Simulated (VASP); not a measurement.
Input of a VASP 6.6.1 run:

INCAR

```
PREC     = Accurate       # precision mode
ENCUT    = 600            # plane-wave cutoff, eV
EDIFF    = 1E-7           # SCF threshold, eV
ISMEAR   = -1             # smearing method
SIGMA    = 0.05           # smearing width, eV
LREAL    = F              # projectors in reciprocal space
LASPH    = T              # aspherical terms in the spheres
NELM     = 100            # most SCF steps
ALGO     = Normal         # electronic algorithm
ISIF     = 3              # what is computed and relaxed
LWAVE    = F              # write WAVECAR
LCHARG   = F              # write CHGCAR
GGA      = PE             # functional
IVDW     = 13             # dispersion correction
IBRION   = 2              # ionic algorithm
NSW      = 60             # ionic steps
EDIFFG   = -0.01          # ionic threshold
```

Contents of KPOINTS:

```
regular mesh
0
Gamma
  9 9 3
```

File POSCAR:

```
SnCl
1.0
    3.4975457026      0.0000000000      0.0000000000
   -1.7487728513      3.0289634293      0.0000000000
    0.0000000000      0.0000000000     10.0622090000
Sn Cl
2 2
Direct
    0.6666666667      0.3333333333      0.8205100000
    0.3333333333      0.6666666667      0.3205100000
    0.6666666667      0.3333333333      0.5544910000
    0.3333333333      0.6666666667      0.0544910000
```

Potentials or basis: VASP PAW PBE potentials, release 64 (Sn_d, Cl).

Command:

```sh
$ cat potpaw_PBE.64/Sn_d/POTCAR potpaw_PBE.64/Cl/POTCAR > POTCAR
$ mpirun -np 1 vasp_std > vasp.out
```

(1) Estimate the relaxed volume.

(2) What does it give for the dispersion energy per atom?

Results:

(1) 25.33 Å³/atom.

(2) -0.313 eV.

Caveat: pairwise dispersion overbinds metals, which lowers pressure and volume.
